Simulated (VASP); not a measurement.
# BeTe (F-43m) in VASP: a series of runs, part 2 of 2

VASP 6.6.1. Earlier steps stand in the parts before.

## 4. Single point, PBE

This run uses another cell than the first one, of 20.69 Å³/atom, 1.058 times its volume.

INCAR

```
PREC = Accurate
ENCUT = 600
EDIFF = 1E-6
ISMEAR = 0
SIGMA = 0.01
LREAL = F
LASPH = T
NELM = 120
ALGO = Normal
ISIF = 2
LWAVE = F
LCHARG = F
GGA = PE
NBANDS = 11
GGA_COMPAT = F
```

KPOINTS

```
Automatic mesh
0
Gamma
  6 6 6
```

POSCAR

```
BeTe
1.0
    0.0000000000      2.7451556124      2.7451556124
    2.7451556124      0.0000000000      2.7451556124
    2.7451556124      2.7451556124      0.0000000000
Be Te
1 1
Direct
    0.0000000000      0.0000000000      0.0000000000
    0.2500000000      0.2500000000      0.2500000000
```

Potentials or basis: VASP PAW PBE potentials, release 64 (Be, Te).

The run is started by

```console
> cat potpaw_PBE.64/Be/POTCAR potpaw_PBE.64/Te/POTCAR > POTCAR
> mpirun -np 1 vasp_std > vasp.out
```

OUTCAR:

```text
PREC = Accurate
   ENCUT = 600
   EDIFF = 1E-6
   ISMEAR = 0
   LREAL = F
   LASPH = T
   NELM = 120
   ISIF = 2
   GGA = PE

 ion  position               nearest neighbor table
   1  0.000  0.000  0.000-   2 2.38   2 2.38   2 2.38   2 2.38
   2  0.250  0.250  0.250-   1 2.38   1 2.38   1 2.38   1 2.38

  LATTYP: Found a face centered cubic cell.
 ALAT       =     5.4903112248

  Lattice vectors:

 A1 = (   0.0000000000,   2.7451556124,   2.7451556124)
 A2 = (   2.7451556124,   0.0000000000,   2.7451556124)
 A3 = (   2.7451556124,   2.7451556124,   0.0000000000)

Analysis of symmetry for initial positions (statically):
=====================================================================
 Subroutine PRICEL returns:
 Original cell was already a primitive cell.

 Routine SETGRP: Setting up the symmetry group for a
 face centered cubic supercell.

 Subroutine GETGRP returns: Found 24 space group operations
 (whereof 24 operations were pure point group operations)
 out of a pool of 48 trial point group operations.

The static configuration has the point symmetry T_d .

Analysis of symmetry for dynamics (positions and initial velocities):
=====================================================================
 Subroutine PRICEL returns:
 Original cell was already a primitive cell.

 Routine SETGRP: Setting up the symmetry group for a
 face centered cubic supercell.

 Subroutine GETGRP returns: Found 24 space group operations
 (whereof 24 operations were pure point group operations)
 out of a pool of 48 trial point group operations.

The dynamic configuration has the point symmetry T_d .

 Subroutine INISYM returns: Found 24 space group operations
 (whereof 24 operations are pure point group operations),
 and found     1 'primitive' translations

----------------------------------------------------------------------------------------

                                     Primitive cell

  volume of cell :      41.3743

[... 105 lines left out ...]
   LHFCALC =     F    Hartree Fock is set to
   AEXX    =    0.0000 exact exchange contribution
   IVDW    =     0    specifies the selected vdW correction
   LEPSILON=     F    determine dielectric tensor
   LRPA    =     F    only Hartree local field effects (RPA)
 non-spin polarized calculation
 Gauss-broadening in eV      SIGMA  =   0.01
  energy-cutoff  :      600.00
  volume of cell :       41.37
 maximum number of plane-waves:      1411
   NGX = 15   NGY = 15   NGZ = 15

 number of electron       8.0000000 magnetization

 Free energy of the ion-electron system (eV)
  ---------------------------------------------------
  ext. energy  EPLUGINS =         0.00000000
  ---------------------------------------------------
  free energy    TOTEN  =        -7.53930508 eV

  energy without entropy =       -7.53930508  energy(sigma->0) =       -7.53930508

 E-fermi :   6.0777     XC(G=0):  -9.3659

 val. band max:        5.9907182325   @ k =   0.0000   0.0000   0.0000
 cond. band min:       7.7636504839   @ k =   0.5000   0.5000   0.0000
 fundamental gap:      1.7729322514
 Fermi energy:         6.0777393615

 k-point     1 :       0.0000    0.0000    0.0000
  band No.  band energies     occupation
      1      -6.8387      2.00000
      2       5.9907      2.00000
      3       5.9907      2.00000
      4       5.9907      2.00000
      5       9.5251      0.00000
      6       9.5251      0.00000
      7       9.5251      0.00000
      8      10.3907      0.00000
      9      14.4113      0.00000
     10      16.3927      0.00000
     11      16.3927      0.00000
[... 197 lines left out ...]
 k-point    16 :      -0.3333    0.5000    0.1667
  band No.  band energies     occupation
      1      -4.6867      2.00000
      2       0.8211      2.00000
      3       2.2285      2.00000
      4       2.5363      2.00000
      5       9.6586      0.00000
      6      10.2312      0.00000
      7      13.5835      0.00000
      8      13.8753      0.00000
      9      17.3004      0.00000
     10      18.3650      0.00000
     11      19.1907      0.00000

------------------------ aborting loop because EDIFF is reached ----------------------------------------

  FORCE on cell =-STRESS in cart. coord.  units (eV):
  Direction    XX          YY          ZZ          XY          YZ          ZX
  --------------------------------------------------------------------------------------
  -------------------------------------------------------------------------------------
  Total        1.7042779      1.7042779      1.7042779     -0.0000000     -0.0000000     -0.0000000
  in kB       65.9963758     65.9963758     65.9963758     -0.0000000     -0.0000000     -0.0000000
  external PRESSURE =      65.9963758 kB  Pullay stress =       0.0000000 kB

 VOLUME and BASIS-vectors are now :
 -----------------------------------------------------------------------------
  energy-cutoff  :      600.00
  volume of cell :       41.37
      direct lattice vectors                 reciprocal lattice vectors
     0.000000000  2.745155612  2.745155612    -0.182139037  0.182139037  0.182139037
     2.745155612  0.000000000  2.745155612     0.182139037 -0.182139037  0.182139037
     2.745155612  2.745155612  0.000000000     0.182139037  0.182139037 -0.182139037

 POSITION                                       TOTAL-FORCE (eV/Angst)
 -----------------------------------------------------------------------------------
      0.00000      0.00000      0.00000         0.000000      0.000000      0.000000
      1.37258      1.37258      1.37258        -0.000000     -0.000000     -0.000000
 -----------------------------------------------------------------------------------
    total drift:                                0.000000      0.000000      0.000000

  FREE ENERGIE OF THE ION-ELECTRON SYSTEM (eV)
  ---------------------------------------------------
  free  energy   TOTEN  =        -7.5393050804 eV

  energy  without entropy=       -7.5393050804  energy(sigma->0) =       -7.53930508
```

OSZICAR:

```text
N       E                     dE             d eps       ncg     rms          rms(c)
DAV:   1     0.211821050252E+02    0.21182E+02   -0.36844E+03   352   0.667E+02
DAV:   2    -0.648699758847E+01   -0.27669E+02   -0.26654E+02   455   0.101E+02
DAV:   3    -0.772746548052E+01   -0.12405E+01   -0.12372E+01   463   0.218E+01
DAV:   4    -0.774013820170E+01   -0.12673E-01   -0.12672E-01   420   0.250E+00
DAV:   5    -0.774038098450E+01   -0.24278E-03   -0.24278E-03   461   0.331E-01    0.463E+00
DAV:   6    -0.758263198502E+01    0.15775E+00   -0.19742E-01   442   0.188E+00    0.274E+00
DAV:   7    -0.753854017243E+01    0.44092E-01   -0.13893E-01   423   0.166E+00    0.616E-01
DAV:   8    -0.753898721193E+01   -0.44704E-03   -0.76839E-03   397   0.520E-01    0.937E-02
DAV:   9    -0.753923748092E+01   -0.25027E-03   -0.41130E-04   426   0.119E-01    0.389E-02
DAV:  10    -0.753930166013E+01   -0.64179E-04   -0.83034E-05   393   0.478E-02    0.169E-02
DAV:  11    -0.753930288452E+01   -0.12244E-05   -0.29937E-06   473   0.969E-03    0.122E-02
DAV:  12    -0.753930491716E+01   -0.20326E-05   -0.50363E-06   376   0.133E-02    0.855E-03
DAV:  13    -0.753930508041E+01   -0.16326E-06   -0.35760E-08   268   0.142E-03
   1 F= -.75393051E+01 E0= -.75393051E+01  d E =-.101474E-36
```

stdout:

```text
POSCAR found type information on POSCAR BeTe
 POSCAR found :  2 types and       2 ions
 scaLAPACK will be used
 LDA part: xc-table for (Slater+PW92), standard interpolation
 POSCAR, INCAR and KPOINTS ok, starting setup
 FFT: planning ... GRIDC
 FFT: planning ... GRID_SOFT
 FFT: planning ... GRID
 WAVECAR not read
 entering main loop
```

Run time: 5 s. Hardware: 1 thread of Intel Xeon 6975P-C (Granite Rapids), shared host; peak memory 0.17 GiB.

Results:

```
Free energy            : -7.5393 eV
Pressure               : 6.6 GPa
Band gap on the k mesh : 1.77 eV, indirect (least direct gap 3.53 eV)
```

Caveat: spin-orbit coupling is left out, which moves the levels of the heavy elements. A hybrid or GW would open this gap; PBE tends to underestimate it.

## 5. Single point, PBE

This run uses another cell than the first one, of 21.25 Å³/atom, 1.087 times its volume.

INCAR

```
  ALGO = Normal
  EDIFF = 1E-6
  ENCUT = 600
  GGA = PE
  GGA_COMPAT = F
  ISIF = 2
  ISMEAR = 0
  LASPH = T
  LCHARG = F
  LREAL = F
  LWAVE = F
  NBANDS = 11
  NELM = 120
  PREC = Accurate
  SIGMA = 0.01
```

KPOINTS

```
k-points
0
Gamma
  6 6 6
```

POSCAR

```
BeTe
1.0
    0.0000000000      2.7700000000      2.7700000000
    2.7700000000      0.0000000000      2.7700000000
    2.7700000000      2.7700000000      0.0000000000
Be Te
1 1
Direct
    0.0000000000      0.0000000000      0.0000000000
    0.2500000000      0.2500000000      0.2500000000
```

The run is started by

```console
> cat potpaw_PBE.64/Be/POTCAR potpaw_PBE.64/Te/POTCAR > POTCAR
> mpirun -np 1 vasp_std > vasp.out
```

Run time: 5.3 s. Hardware: 1 thread of Intel Xeon 6975P-C (Granite Rapids), shared host; peak memory 0.17 GiB.

Results (log left out):

* Free energy: -7.5784 eV
* Pressure: 4.5 GPa
* Band gap on the k mesh: 1.85 eV, indirect (least direct gap 3.56 eV)

Levels at points of the mesh, in eV from the valence-band top:
```csv
k point,band 2,band 3,band 4,band 5,band 6,band 7
"(0.00, 0.00, 0.00)",0.00,0.00,0.00,3.56,3.56,3.56
"(0.50, 0.00, 0.00)",-5.87,-1.22,-1.22,3.21,4.56,4.56
"(0.50, 0.50, 0.00)",-5.39,-2.84,-2.84,1.85,2.59,10.02
```

Caveat: spin-orbit coupling is left out, which moves the levels of the heavy elements. A k mesh can miss the band edges.

## 6. Overview

| cell | gap on the mesh (eV) | pressure (GPa) |
| --- | --- | --- |
| a = 3.810 Å, angles 60.0°, 2 atoms | 1.61 | 11.7 |
| a = 3.846 Å, angles 60.0°, 2 atoms | 1.69 | 9.0 |
| a = 3.882 Å, angles 60.0°, 2 atoms | 1.77 | 6.6 |
| a = 3.917 Å, angles 60.0°, 2 atoms | 1.85 | 4.5 |

Alike in all rows: task single point; level PBE; potentials or basis VASP PAW PBE potentials, release 64 (Be, Te); no spin polarisation; k mesh 6 × 6 × 6; cutoff (eV) 600; smearing gaussian 0.01 eV.

Caveats: spin-orbit coupling is left out, which moves the levels of the heavy elements.

Absolute energies hang on the potentials; compare differences alone.
